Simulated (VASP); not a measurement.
# ZrF2 (P4mm) in VASP: notebook

Runs on ZrF2. Level: PBE. Tasks: single point, relaxation of cell and atoms.

Everything below comes from runs of VASP 6.6.1. Logs are shortened: lines on timing, memory, paths and dates and some standing lists are left out, and cuts for length are marked.

## 1. The cell of the first run

It takes space group P4mm (No. 99, tetragonal). Conventional cell: a = 3.317 Å, b = 3.317 Å, c = 4.359 Å, α = 90.00°, β = 90.00°, γ = 90.00°. Within 2.4 Å of Zr (site symmetry 4mm) lie 4 F at 1.82 Å. F (site symmetry 2mm) has 2 Zr at 1.82 Å and 4 F at 2.35 Å within 2.4 Å.

The cell was built from a structure type or drawn by symmetry, and may not be a known phase.

## 2. Single point, PBE

Contents of INCAR:

```
SYSTEM = ZrF2
  ALGO = Normal
  EDIFF = 1E-6
  ENCUT = 520
  GGA = PE
  ISIF = 2
  ISMEAR = 0
  LASPH = .True.
  LCHARG = .False.
  LREAL = .False.
  LWAVE = .False.
  NBANDS = 20
  NELM = 80
  PREC = Accurate
  SIGMA = 0.1
```

Contents of KPOINTS:

```
k-points
0
Gamma
  6 6 4
  0 0 0
```

Contents of POSCAR:

```
ZrF2
1.0
    3.3168932600      0.0000000000      0.0000000000
    0.0000000000      3.3168932600      0.0000000000
    0.0000000000      0.0000000000      4.3594944000
Zr F
1 2
Direct
    0.5000000000      0.5000000000      0.0958892200
    0.0000000000      0.5000000000      0.2650738200
    0.5000000000      0.0000000000      0.2650738200
```

Potentials or basis: VASP PAW PBE potentials, release 64 (Zr_sv, F).

Launch:

```sh
cat potpaw_PBE.64/Zr_sv/POTCAR potpaw_PBE.64/F/POTCAR > POTCAR
mpirun -np 1 vasp_std > vasp.out
```

OUTCAR:

```text
SYSTEM = ZrF2
   EDIFF = 1E-6
   ENCUT = 520
   GGA = PE
   ISIF = 2
   ISMEAR = 0
   LASPH = .True.
   LREAL = .False.
   NELM = 80
   PREC = Accurate

 ion  position               nearest neighbor table
   1  0.500  0.500  0.096-   2 1.82   3 1.82   3 1.82   2 1.82
   2  0.000  0.500  0.265-   1 1.82   1 1.82
   3  0.500  0.000  0.265-   1 1.82   1 1.82

  LATTYP: Found a simple tetragonal cell.
 ALAT       =     3.3168932600
 C/A-ratio  =     1.3143306276

  Lattice vectors:

 A1 = (   3.3168932600,   0.0000000000,   0.0000000000)
 A2 = (   0.0000000000,   3.3168932600,   0.0000000000)
 A3 = (   0.0000000000,   0.0000000000,   4.3594944000)

Analysis of symmetry for initial positions (statically):
=====================================================================
 Subroutine PRICEL returns:
 Original cell was already a primitive cell.

 Routine SETGRP: Setting up the symmetry group for a
 simple tetragonal supercell.

 Subroutine GETGRP returns: Found  8 space group operations
 (whereof  8 operations were pure point group operations)
 out of a pool of 16 trial point group operations.

The static configuration has the point symmetry C_4v.

Analysis of symmetry for dynamics (positions and initial velocities):
=====================================================================
 Subroutine PRICEL returns:
 Original cell was already a primitive cell.

 Routine SETGRP: Setting up the symmetry group for a
 simple tetragonal supercell.

 Subroutine GETGRP returns: Found  8 space group operations
 (whereof  8 operations were pure point group operations)
 out of a pool of 16 trial point group operations.

The dynamic configuration has the point symmetry C_4v.

 Subroutine INISYM returns: Found  8 space group operations
 (whereof  8 operations are pure point group operations),
 and found     1 'primitive' translations

----------------------------------------------------------------------------------------

                                     Primitive cell

  volume of cell :      47.9622

  direct lattice vectors                    reciprocal lattice vectors
     3.316893260  0.000000000  0.000000000     0.301486940  0.000000000  0.000000000
     0.000000000  3.316893260  0.000000000     0.000000000  0.301486940  0.000000000
     0.000000000  0.000000000  4.359494400     0.000000000  0.000000000  0.229384398

  length of vectors
     3.316893260  3.316893260  4.359494400     0.301486940  0.301486940  0.229384398

[... 76 lines left out ...]
   ISPIN  =      1    spin polarized calculation?
   LNONCOLLINEAR =      F non collinear calculations
   LSORBIT =      F    spin-orbit coupling
   LASPH  =      T    aspherical Exc in radial PAW
   ENCUT  =  520.0 eV  38.22 Ry    6.18 a.u.   6.17  6.17  8.11*2*pi/ulx,y,z
   NELM   =     80;   NELMIN=  2; NELMDL= -5     # of ELM steps
   EDIFF  = 0.1E-05   stopping-criterion for ELM
   LREAL  =      F    real-space projection
   EDIFFG = 0.1E-04   stopping-criterion for IOM
   NSW    =      0    number of steps for IOM
   IBRION =     -1    ionic relax: 0-MD 1-quasi-New 2-CG
   NFREE  =      0    steps in history (QN), initial steepest desc. (CG)
   ISIF   =      2    stress and relaxation
   ISYM   =      2    0-nonsym 1-usesym 2-fastsym
   POTIM  = 0.5000    time-step for ionic-motion
   TEBEG  =    0.0;   TEEND  =   0.0 temperature during run
   PSTRESS=    0.0 pullay stress
   NELECT =      26.0000    total number of electrons
   NUPDOWN=      -1.0000    fix difference up-down
   EMIN   =  10.00;   EMAX   =-10.00  energy-range for DOS
   EFERMI =   0.00;   METHOD = LEGACY
   ISMEAR =     0;   SIGMA  =   0.10  broadening in eV -4-tet -1-fermi 0-gaus
   EFERMI_NEDOS =   21; number of points for ismear=-14 and -15
   IALGO  =     38    algorithm
   IMIX   =      4    mixing-type and parameters
     AMIX     =   0.40;   BMIX     =  1.00
     AMIX_MAG =   1.60;   BMIX_MAG =  1.00
  volume/ion in A,a.u.               =      15.99       107.89
  Fermi-wavevector in a.u.,A,eV,Ry     =   1.334851  2.522503 24.243244  1.781828
  Thomas-Fermi vector in A             =   2.463601
   LORBIT       =      0    0 simple, 1 ext, 2 COOP (PROOUT), +10 PAW based schemes
   GGA     = PE    functional components
   LHFCALC =     F    Hartree Fock is set to
   AEXX    =    0.0000 exact exchange contribution
   IVDW    =     0    specifies the selected vdW correction
   LEPSILON=     F    determine dielectric tensor
   LRPA    =     F    only Hartree local field effects (RPA)
 non-spin polarized calculation
 Gauss-broadening in eV      SIGMA  =   0.10
  energy-cutoff  :      520.00
  volume of cell :       47.96
 maximum number of plane-waves:      1328
 NGX is ok and might be reduce to    28
   NGX = 13   NGY = 13   NGZ = 17

 number of electron      26.0000015 magnetization

 Free energy of the ion-electron system (eV)
  ---------------------------------------------------
  ext. energy  EPLUGINS =         0.00000000
  ---------------------------------------------------
  free energy    TOTEN  =       -15.97114110 eV

  energy without entropy =      -15.96316995  energy(sigma->0) =      -15.96715553

 E-fermi :   5.9614     XC(G=0):  -9.6016

 val. band max:        5.9089967625   @ k =   0.5000   0.3333   0.0000
 cond. band min:       6.0018406815   @ k =   0.3333   0.3333   0.5000
 fundamental gap:      0.0928439190
 Fermi energy:         5.9613943946

 k-point     1 :       0.0000    0.0000    0.0000
  band No.  band energies     occupation
      1     -44.9043      2.00000
      2     -24.9661      2.00000
      3     -23.4900      2.00000
      4     -23.4900      2.00000
      5     -22.7123      2.00000
      6     -20.1310      2.00000
[... 541 lines left out ...]
     19      12.2097      0.00000
     20      13.5385      0.00000

 [... further k-points ...]
[... 5 lines left out ...]
  --------------------------------------------------------------------------------------
  -------------------------------------------------------------------------------------
  Total       24.0404002     24.0404002      8.1755282      0.0000000      0.0000000     -0.0000000
  in kB      803.0695499    803.0695499    273.1035122      0.0000000      0.0000000     -0.0000000
  external PRESSURE =     626.4142040 kB  Pullay stress =       0.0000000 kB

 VOLUME and BASIS-vectors are now :
 -----------------------------------------------------------------------------
  energy-cutoff  :      520.00
  volume of cell :       47.96
      direct lattice vectors                 reciprocal lattice vectors
     3.316893260  0.000000000  0.000000000     0.301486940  0.000000000  0.000000000
     0.000000000  3.316893260  0.000000000     0.000000000  0.301486940  0.000000000
     0.000000000  0.000000000  4.359494400     0.000000000  0.000000000  0.229384398

 POSITION                                       TOTAL-FORCE (eV/Angst)
 -----------------------------------------------------------------------------------
      1.65845      1.65845      0.41803         0.000000      0.000000     -9.985438
      0.00000      1.65845      1.15559         0.000000     -0.000000      4.992719
      1.65845      0.00000      1.15559         0.000000     -0.000000      4.992719
 -----------------------------------------------------------------------------------
    total drift:                                0.000000      0.000000      0.000290

  FREE ENERGIE OF THE ION-ELECTRON SYSTEM (eV)
  ---------------------------------------------------
  free  energy   TOTEN  =       -15.9711411049 eV

  energy  without entropy=      -15.9631699493  energy(sigma->0) =      -15.96715553
```

Run time: 13 s. Hardware: 1 thread of AMD EPYC 9R45 (Zen 5), shared host; peak memory 0.15 GiB.

What came out:

```yaml
Free_energy: -15.9711 eV
Pressure: 62.6 GPa
Largest_force: 9.985 eV/Å
Band_gap_on_the_k_mesh: zero (bands 13 and 14 overlap by 0.80 eV)
```

Forces in eV/Å, atoms in the order of the input:
```
Zr   0.000  0.000 -9.985
F    0.000  0.000  4.993
F    0.000  0.000  4.993
```

Levels at points of the mesh, in eV from the Fermi level:
```csv
k point,band 9,band 10,band 11,band 12,band 13,band 14,band 15,band 16,band 17,band 18
"(0.00, 0.00, 0.00)",-10.49,-9.86,-8.63,-8.63,-1.79,1.10,2.62,4.74,4.74,5.04
"(0.50, 0.00, 0.00)",-9.99,-9.93,-9.73,-8.82,-0.88,-0.29,2.18,4.13,4.99,5.85
"(0.50, 0.50, 0.00)",-10.10,-9.02,-9.02,-7.46,-0.20,0.33,0.33,1.21,7.03,7.29
"(0.00, 0.00, 0.50)",-10.52,-9.90,-8.63,-8.63,-0.46,1.11,2.76,4.35,4.72,4.72
"(0.50, 0.00, 0.50)",-10.01,-9.94,-9.77,-8.86,-0.54,1.42,2.15,3.46,4.95,5.35
"(0.50, 0.50, 0.50)",-10.05,-9.07,-9.07,-7.46,0.51,0.51,0.80,1.17,5.34,7.00
```

Caveat: the k points lie up to 0.36 Å⁻¹ apart, too coarse for converged energies and pressures of a metal; forces of over 1 eV/Å act on the atoms, so gaps and moduli don't describe the material at rest.

## 3. Relaxation of cell and atoms, PBE

Contents of INCAR:

```
SYSTEM = ZrF2
PREC     = Accurate       ! precision mode
ENCUT    = 600            ! plane-wave cutoff, eV
EDIFF    = 1E-6           ! SCF threshold, eV
ISMEAR   = 0              ! smearing method
SIGMA    = 0.1            ! smearing width, eV
LREAL    = .False.        ! projectors in reciprocal space
LASPH    = .True.         ! aspherical terms in the spheres
NELM     = 60             ! most SCF steps
ALGO     = Normal         ! electronic algorithm
ISIF     = 3              ! what is computed and relaxed
LWAVE    = .False.        ! write WAVECAR
LCHARG   = .False.        ! write CHGCAR
GGA      = PE             ! functional
IBRION   = 2              ! ionic algorithm
NSW      = 90             ! ionic steps
EDIFFG   = -0.04          ! ionic threshold
```

Contents of KPOINTS:

```
Automatic mesh
0
Gamma
  6 6 4
  0 0 0
```

POSCAR is that of step 2.

Potentials or basis: VASP PAW PBE potentials, release 64 (Zr_sv, F).

Launch:

```sh
cat potpaw_PBE.64/Zr_sv/POTCAR potpaw_PBE.64/F/POTCAR > POTCAR
mpirun -np 1 vasp_std > vasp.out
```

OUTCAR:

```text
SYSTEM = ZrF2
   PREC = Accurate
   ENCUT = 600
   EDIFF = 1E-6
   ISMEAR = 0
   LREAL = .False.
   LASPH = .True.
   NELM = 60
   ISIF = 3
   GGA = PE
   IBRION = 2
   NSW = 90
   EDIFFG = -0.04

 ion  position               nearest neighbor table
   1  0.500  0.500  0.096-   2 1.82   3 1.82   3 1.82   2 1.82
   2  0.000  0.500  0.265-   1 1.82   1 1.82
   3  0.500  0.000  0.265-   1 1.82   1 1.82

  LATTYP: Found a simple tetragonal cell.
 ALAT       =     3.3168932600
 C/A-ratio  =     1.3143306276

  Lattice vectors:

 A1 = (   3.3168932600,   0.0000000000,   0.0000000000)
 A2 = (   0.0000000000,   3.3168932600,   0.0000000000)
 A3 = (   0.0000000000,   0.0000000000,   4.3594944000)

Analysis of symmetry for initial positions (statically):
=====================================================================
 Subroutine PRICEL returns:
 Original cell was already a primitive cell.

 Routine SETGRP: Setting up the symmetry group for a
 simple tetragonal supercell.

 Subroutine GETGRP returns: Found  8 space group operations
 (whereof  8 operations were pure point group operations)
 out of a pool of 16 trial point group operations.

The static configuration has the point symmetry C_4v.

Analysis of symmetry for dynamics (positions and initial velocities):
=====================================================================
 Subroutine PRICEL returns:
 Original cell was already a primitive cell.

 Routine SETGRP: Setting up the symmetry group for a
 simple tetragonal supercell.

 Subroutine GETGRP returns: Found  8 space group operations
 (whereof  8 operations were pure point group operations)
 out of a pool of 16 trial point group operations.

The dynamic configuration has the point symmetry C_4v.

 Subroutine INISYM returns: Found  8 space group operations
 (whereof  8 operations are pure point group operations),
 and found     1 'primitive' translations

----------------------------------------------------------------------------------------

                                     Primitive cell

[... 98 lines left out ...]
   ISIF   =      3    stress and relaxation
   ISYM   =      2    0-nonsym 1-usesym 2-fastsym
   POTIM  = 0.5000    time-step for ionic-motion
   TEBEG  =    0.0;   TEEND  =   0.0 temperature during run
   PSTRESS=    0.0 pullay stress
   NELECT =      26.0000    total number of electrons
   NUPDOWN=      -1.0000    fix difference up-down
   EMIN   =  10.00;   EMAX   =-10.00  energy-range for DOS
   EFERMI =   0.00;   METHOD = LEGACY
   ISMEAR =     0;   SIGMA  =   0.10  broadening in eV -4-tet -1-fermi 0-gaus
   EFERMI_NEDOS =   21; number of points for ismear=-14 and -15
   IALGO  =     38    algorithm
   IMIX   =      4    mixing-type and parameters
     AMIX     =   0.40;   BMIX     =  1.00
     AMIX_MAG =   1.60;   BMIX_MAG =  1.00
  volume/ion in A,a.u.               =      15.99       107.89
  Fermi-wavevector in a.u.,A,eV,Ry     =   1.334851  2.522503 24.243244  1.781828
  Thomas-Fermi vector in A             =   2.463601
   LORBIT       =      0    0 simple, 1 ext, 2 COOP (PROOUT), +10 PAW based schemes
   GGA     = PE    functional components
   LHFCALC =     F    Hartree Fock is set to
   AEXX    =    0.0000 exact exchange contribution
   IVDW    =     0    specifies the selected vdW correction
   LEPSILON=     F    determine dielectric tensor
   LRPA    =     F    only Hartree local field effects (RPA)
 conjugate gradient relaxation of ions
 non-spin polarized calculation
 Gauss-broadening in eV      SIGMA  =   0.10
  energy-cutoff  :      600.00
  volume of cell :       47.96
 maximum number of plane-waves:      1626
 NGX is ok and might be reduce to    28
   NGX = 13   NGY = 13   NGZ = 17

--------------------------------------- Ionic step        1  -------------------------------------------

 number of electron      26.0000002 magnetization

 Free energy of the ion-electron system (eV)
  ---------------------------------------------------
  ext. energy  EPLUGINS =         0.00000000
  ---------------------------------------------------
  free energy    TOTEN  =       -15.97952442 eV

  energy without entropy =      -15.97155053  energy(sigma->0) =      -15.97553748

 E-fermi :   5.9603     XC(G=0):  -9.6017

 val. band max:        5.9081099417   @ k =   0.5000   0.3333   0.0000
 cond. band min:       6.0006601613   @ k =   0.3333   0.3333   0.5000
 fundamental gap:      0.0925502197
 Fermi energy:         5.9603193611
[... 1073 lines left out ...]
  FREE ENERGIE OF THE ION-ELECTRON SYSTEM (eV)
  ---------------------------------------------------
  free  energy   TOTEN  =       -18.6788680711 eV

  energy  without entropy=      -18.6689075541  energy(sigma->0) =      -18.67388781

[... ionic steps 4 to 36 ...]

--------------------------------------- Ionic step       37  -------------------------------------------

 number of electron      25.9999950 magnetization

------------------------ aborting loop because EDIFF is reached ----------------------------------------
[... 69 lines left out ...]
--------------------------------------- Ionic step       39  -------------------------------------------

 number of electron      25.9999949 magnetization

 Free energy of the ion-electron system (eV)
  ---------------------------------------------------
  ext. energy  EPLUGINS =         0.00000000
  ---------------------------------------------------
  free energy    TOTEN  =       -20.24952560 eV

  energy without entropy =      -20.24904718  energy(sigma->0) =      -20.24928639

 E-fermi :   4.7693     XC(G=0):  -8.6408

 val. band max:        4.6138602576   @ k =   0.5000   0.5000   0.2500
 cond. band min:       4.8579299213   @ k =   0.0000   0.0000   0.0000
 fundamental gap:      0.2440696637
 Fermi energy:         4.7693285196
[... 510 lines left out ...]
  FREE ENERGIE OF THE ION-ELECTRON SYSTEM (eV)
  ---------------------------------------------------
  free  energy   TOTEN  =       -20.2495256040 eV

  energy  without entropy=      -20.2490471820  energy(sigma->0) =      -20.24928639

 reached required accuracy - stopping structural energy minimisation
```

Run time: 7.1 min. Hardware: 1 thread of AMD EPYC 9R45 (Zen 5), shared host; peak memory 0.17 GiB.

What came out:

```yaml
Free_energy: -20.2495 eV
Relaxed_volume: 18.98 Å³/atom
Relaxed_cell: a = 4.154 Å, b = 4.154 Å, c = 3.300 Å, α = 90.00°, β = 90.00°, γ = 90.00°
Space_group_after_relaxing_to_0.1_Å: P4/mmm (No. 123)
Pressure_after_relaxing: 0.0 GPa
Largest_force_after_relaxing: 0.035 eV/Å
Band_gap_on_the_k_mesh: zero (bands 13 and 14 overlap by 1.31 eV)
```

Forces on the atoms (eV/Å):
```
Zr   0.000  0.000  0.035
F    0.000  0.000 -0.018
F    0.000  0.000 -0.018
```

Final structure:
```
CELL_PARAMETERS angstrom
4.15435 0.00000 0.00000
0.00000 4.15435 0.00000
0.00000 0.00000 3.29973
ATOMIC_POSITIONS crystal
Zr 0.50000 0.50000 0.20700
F 0.00000 0.50000 0.20952
F 0.50000 0.00000 0.20952
```

Caveat: the k points lie up to 0.48 Å⁻¹ apart in the final cell, too coarse for converged energies and pressures of a metal; the volume moved by over 15 % at a fixed basis, so the end points are rough.
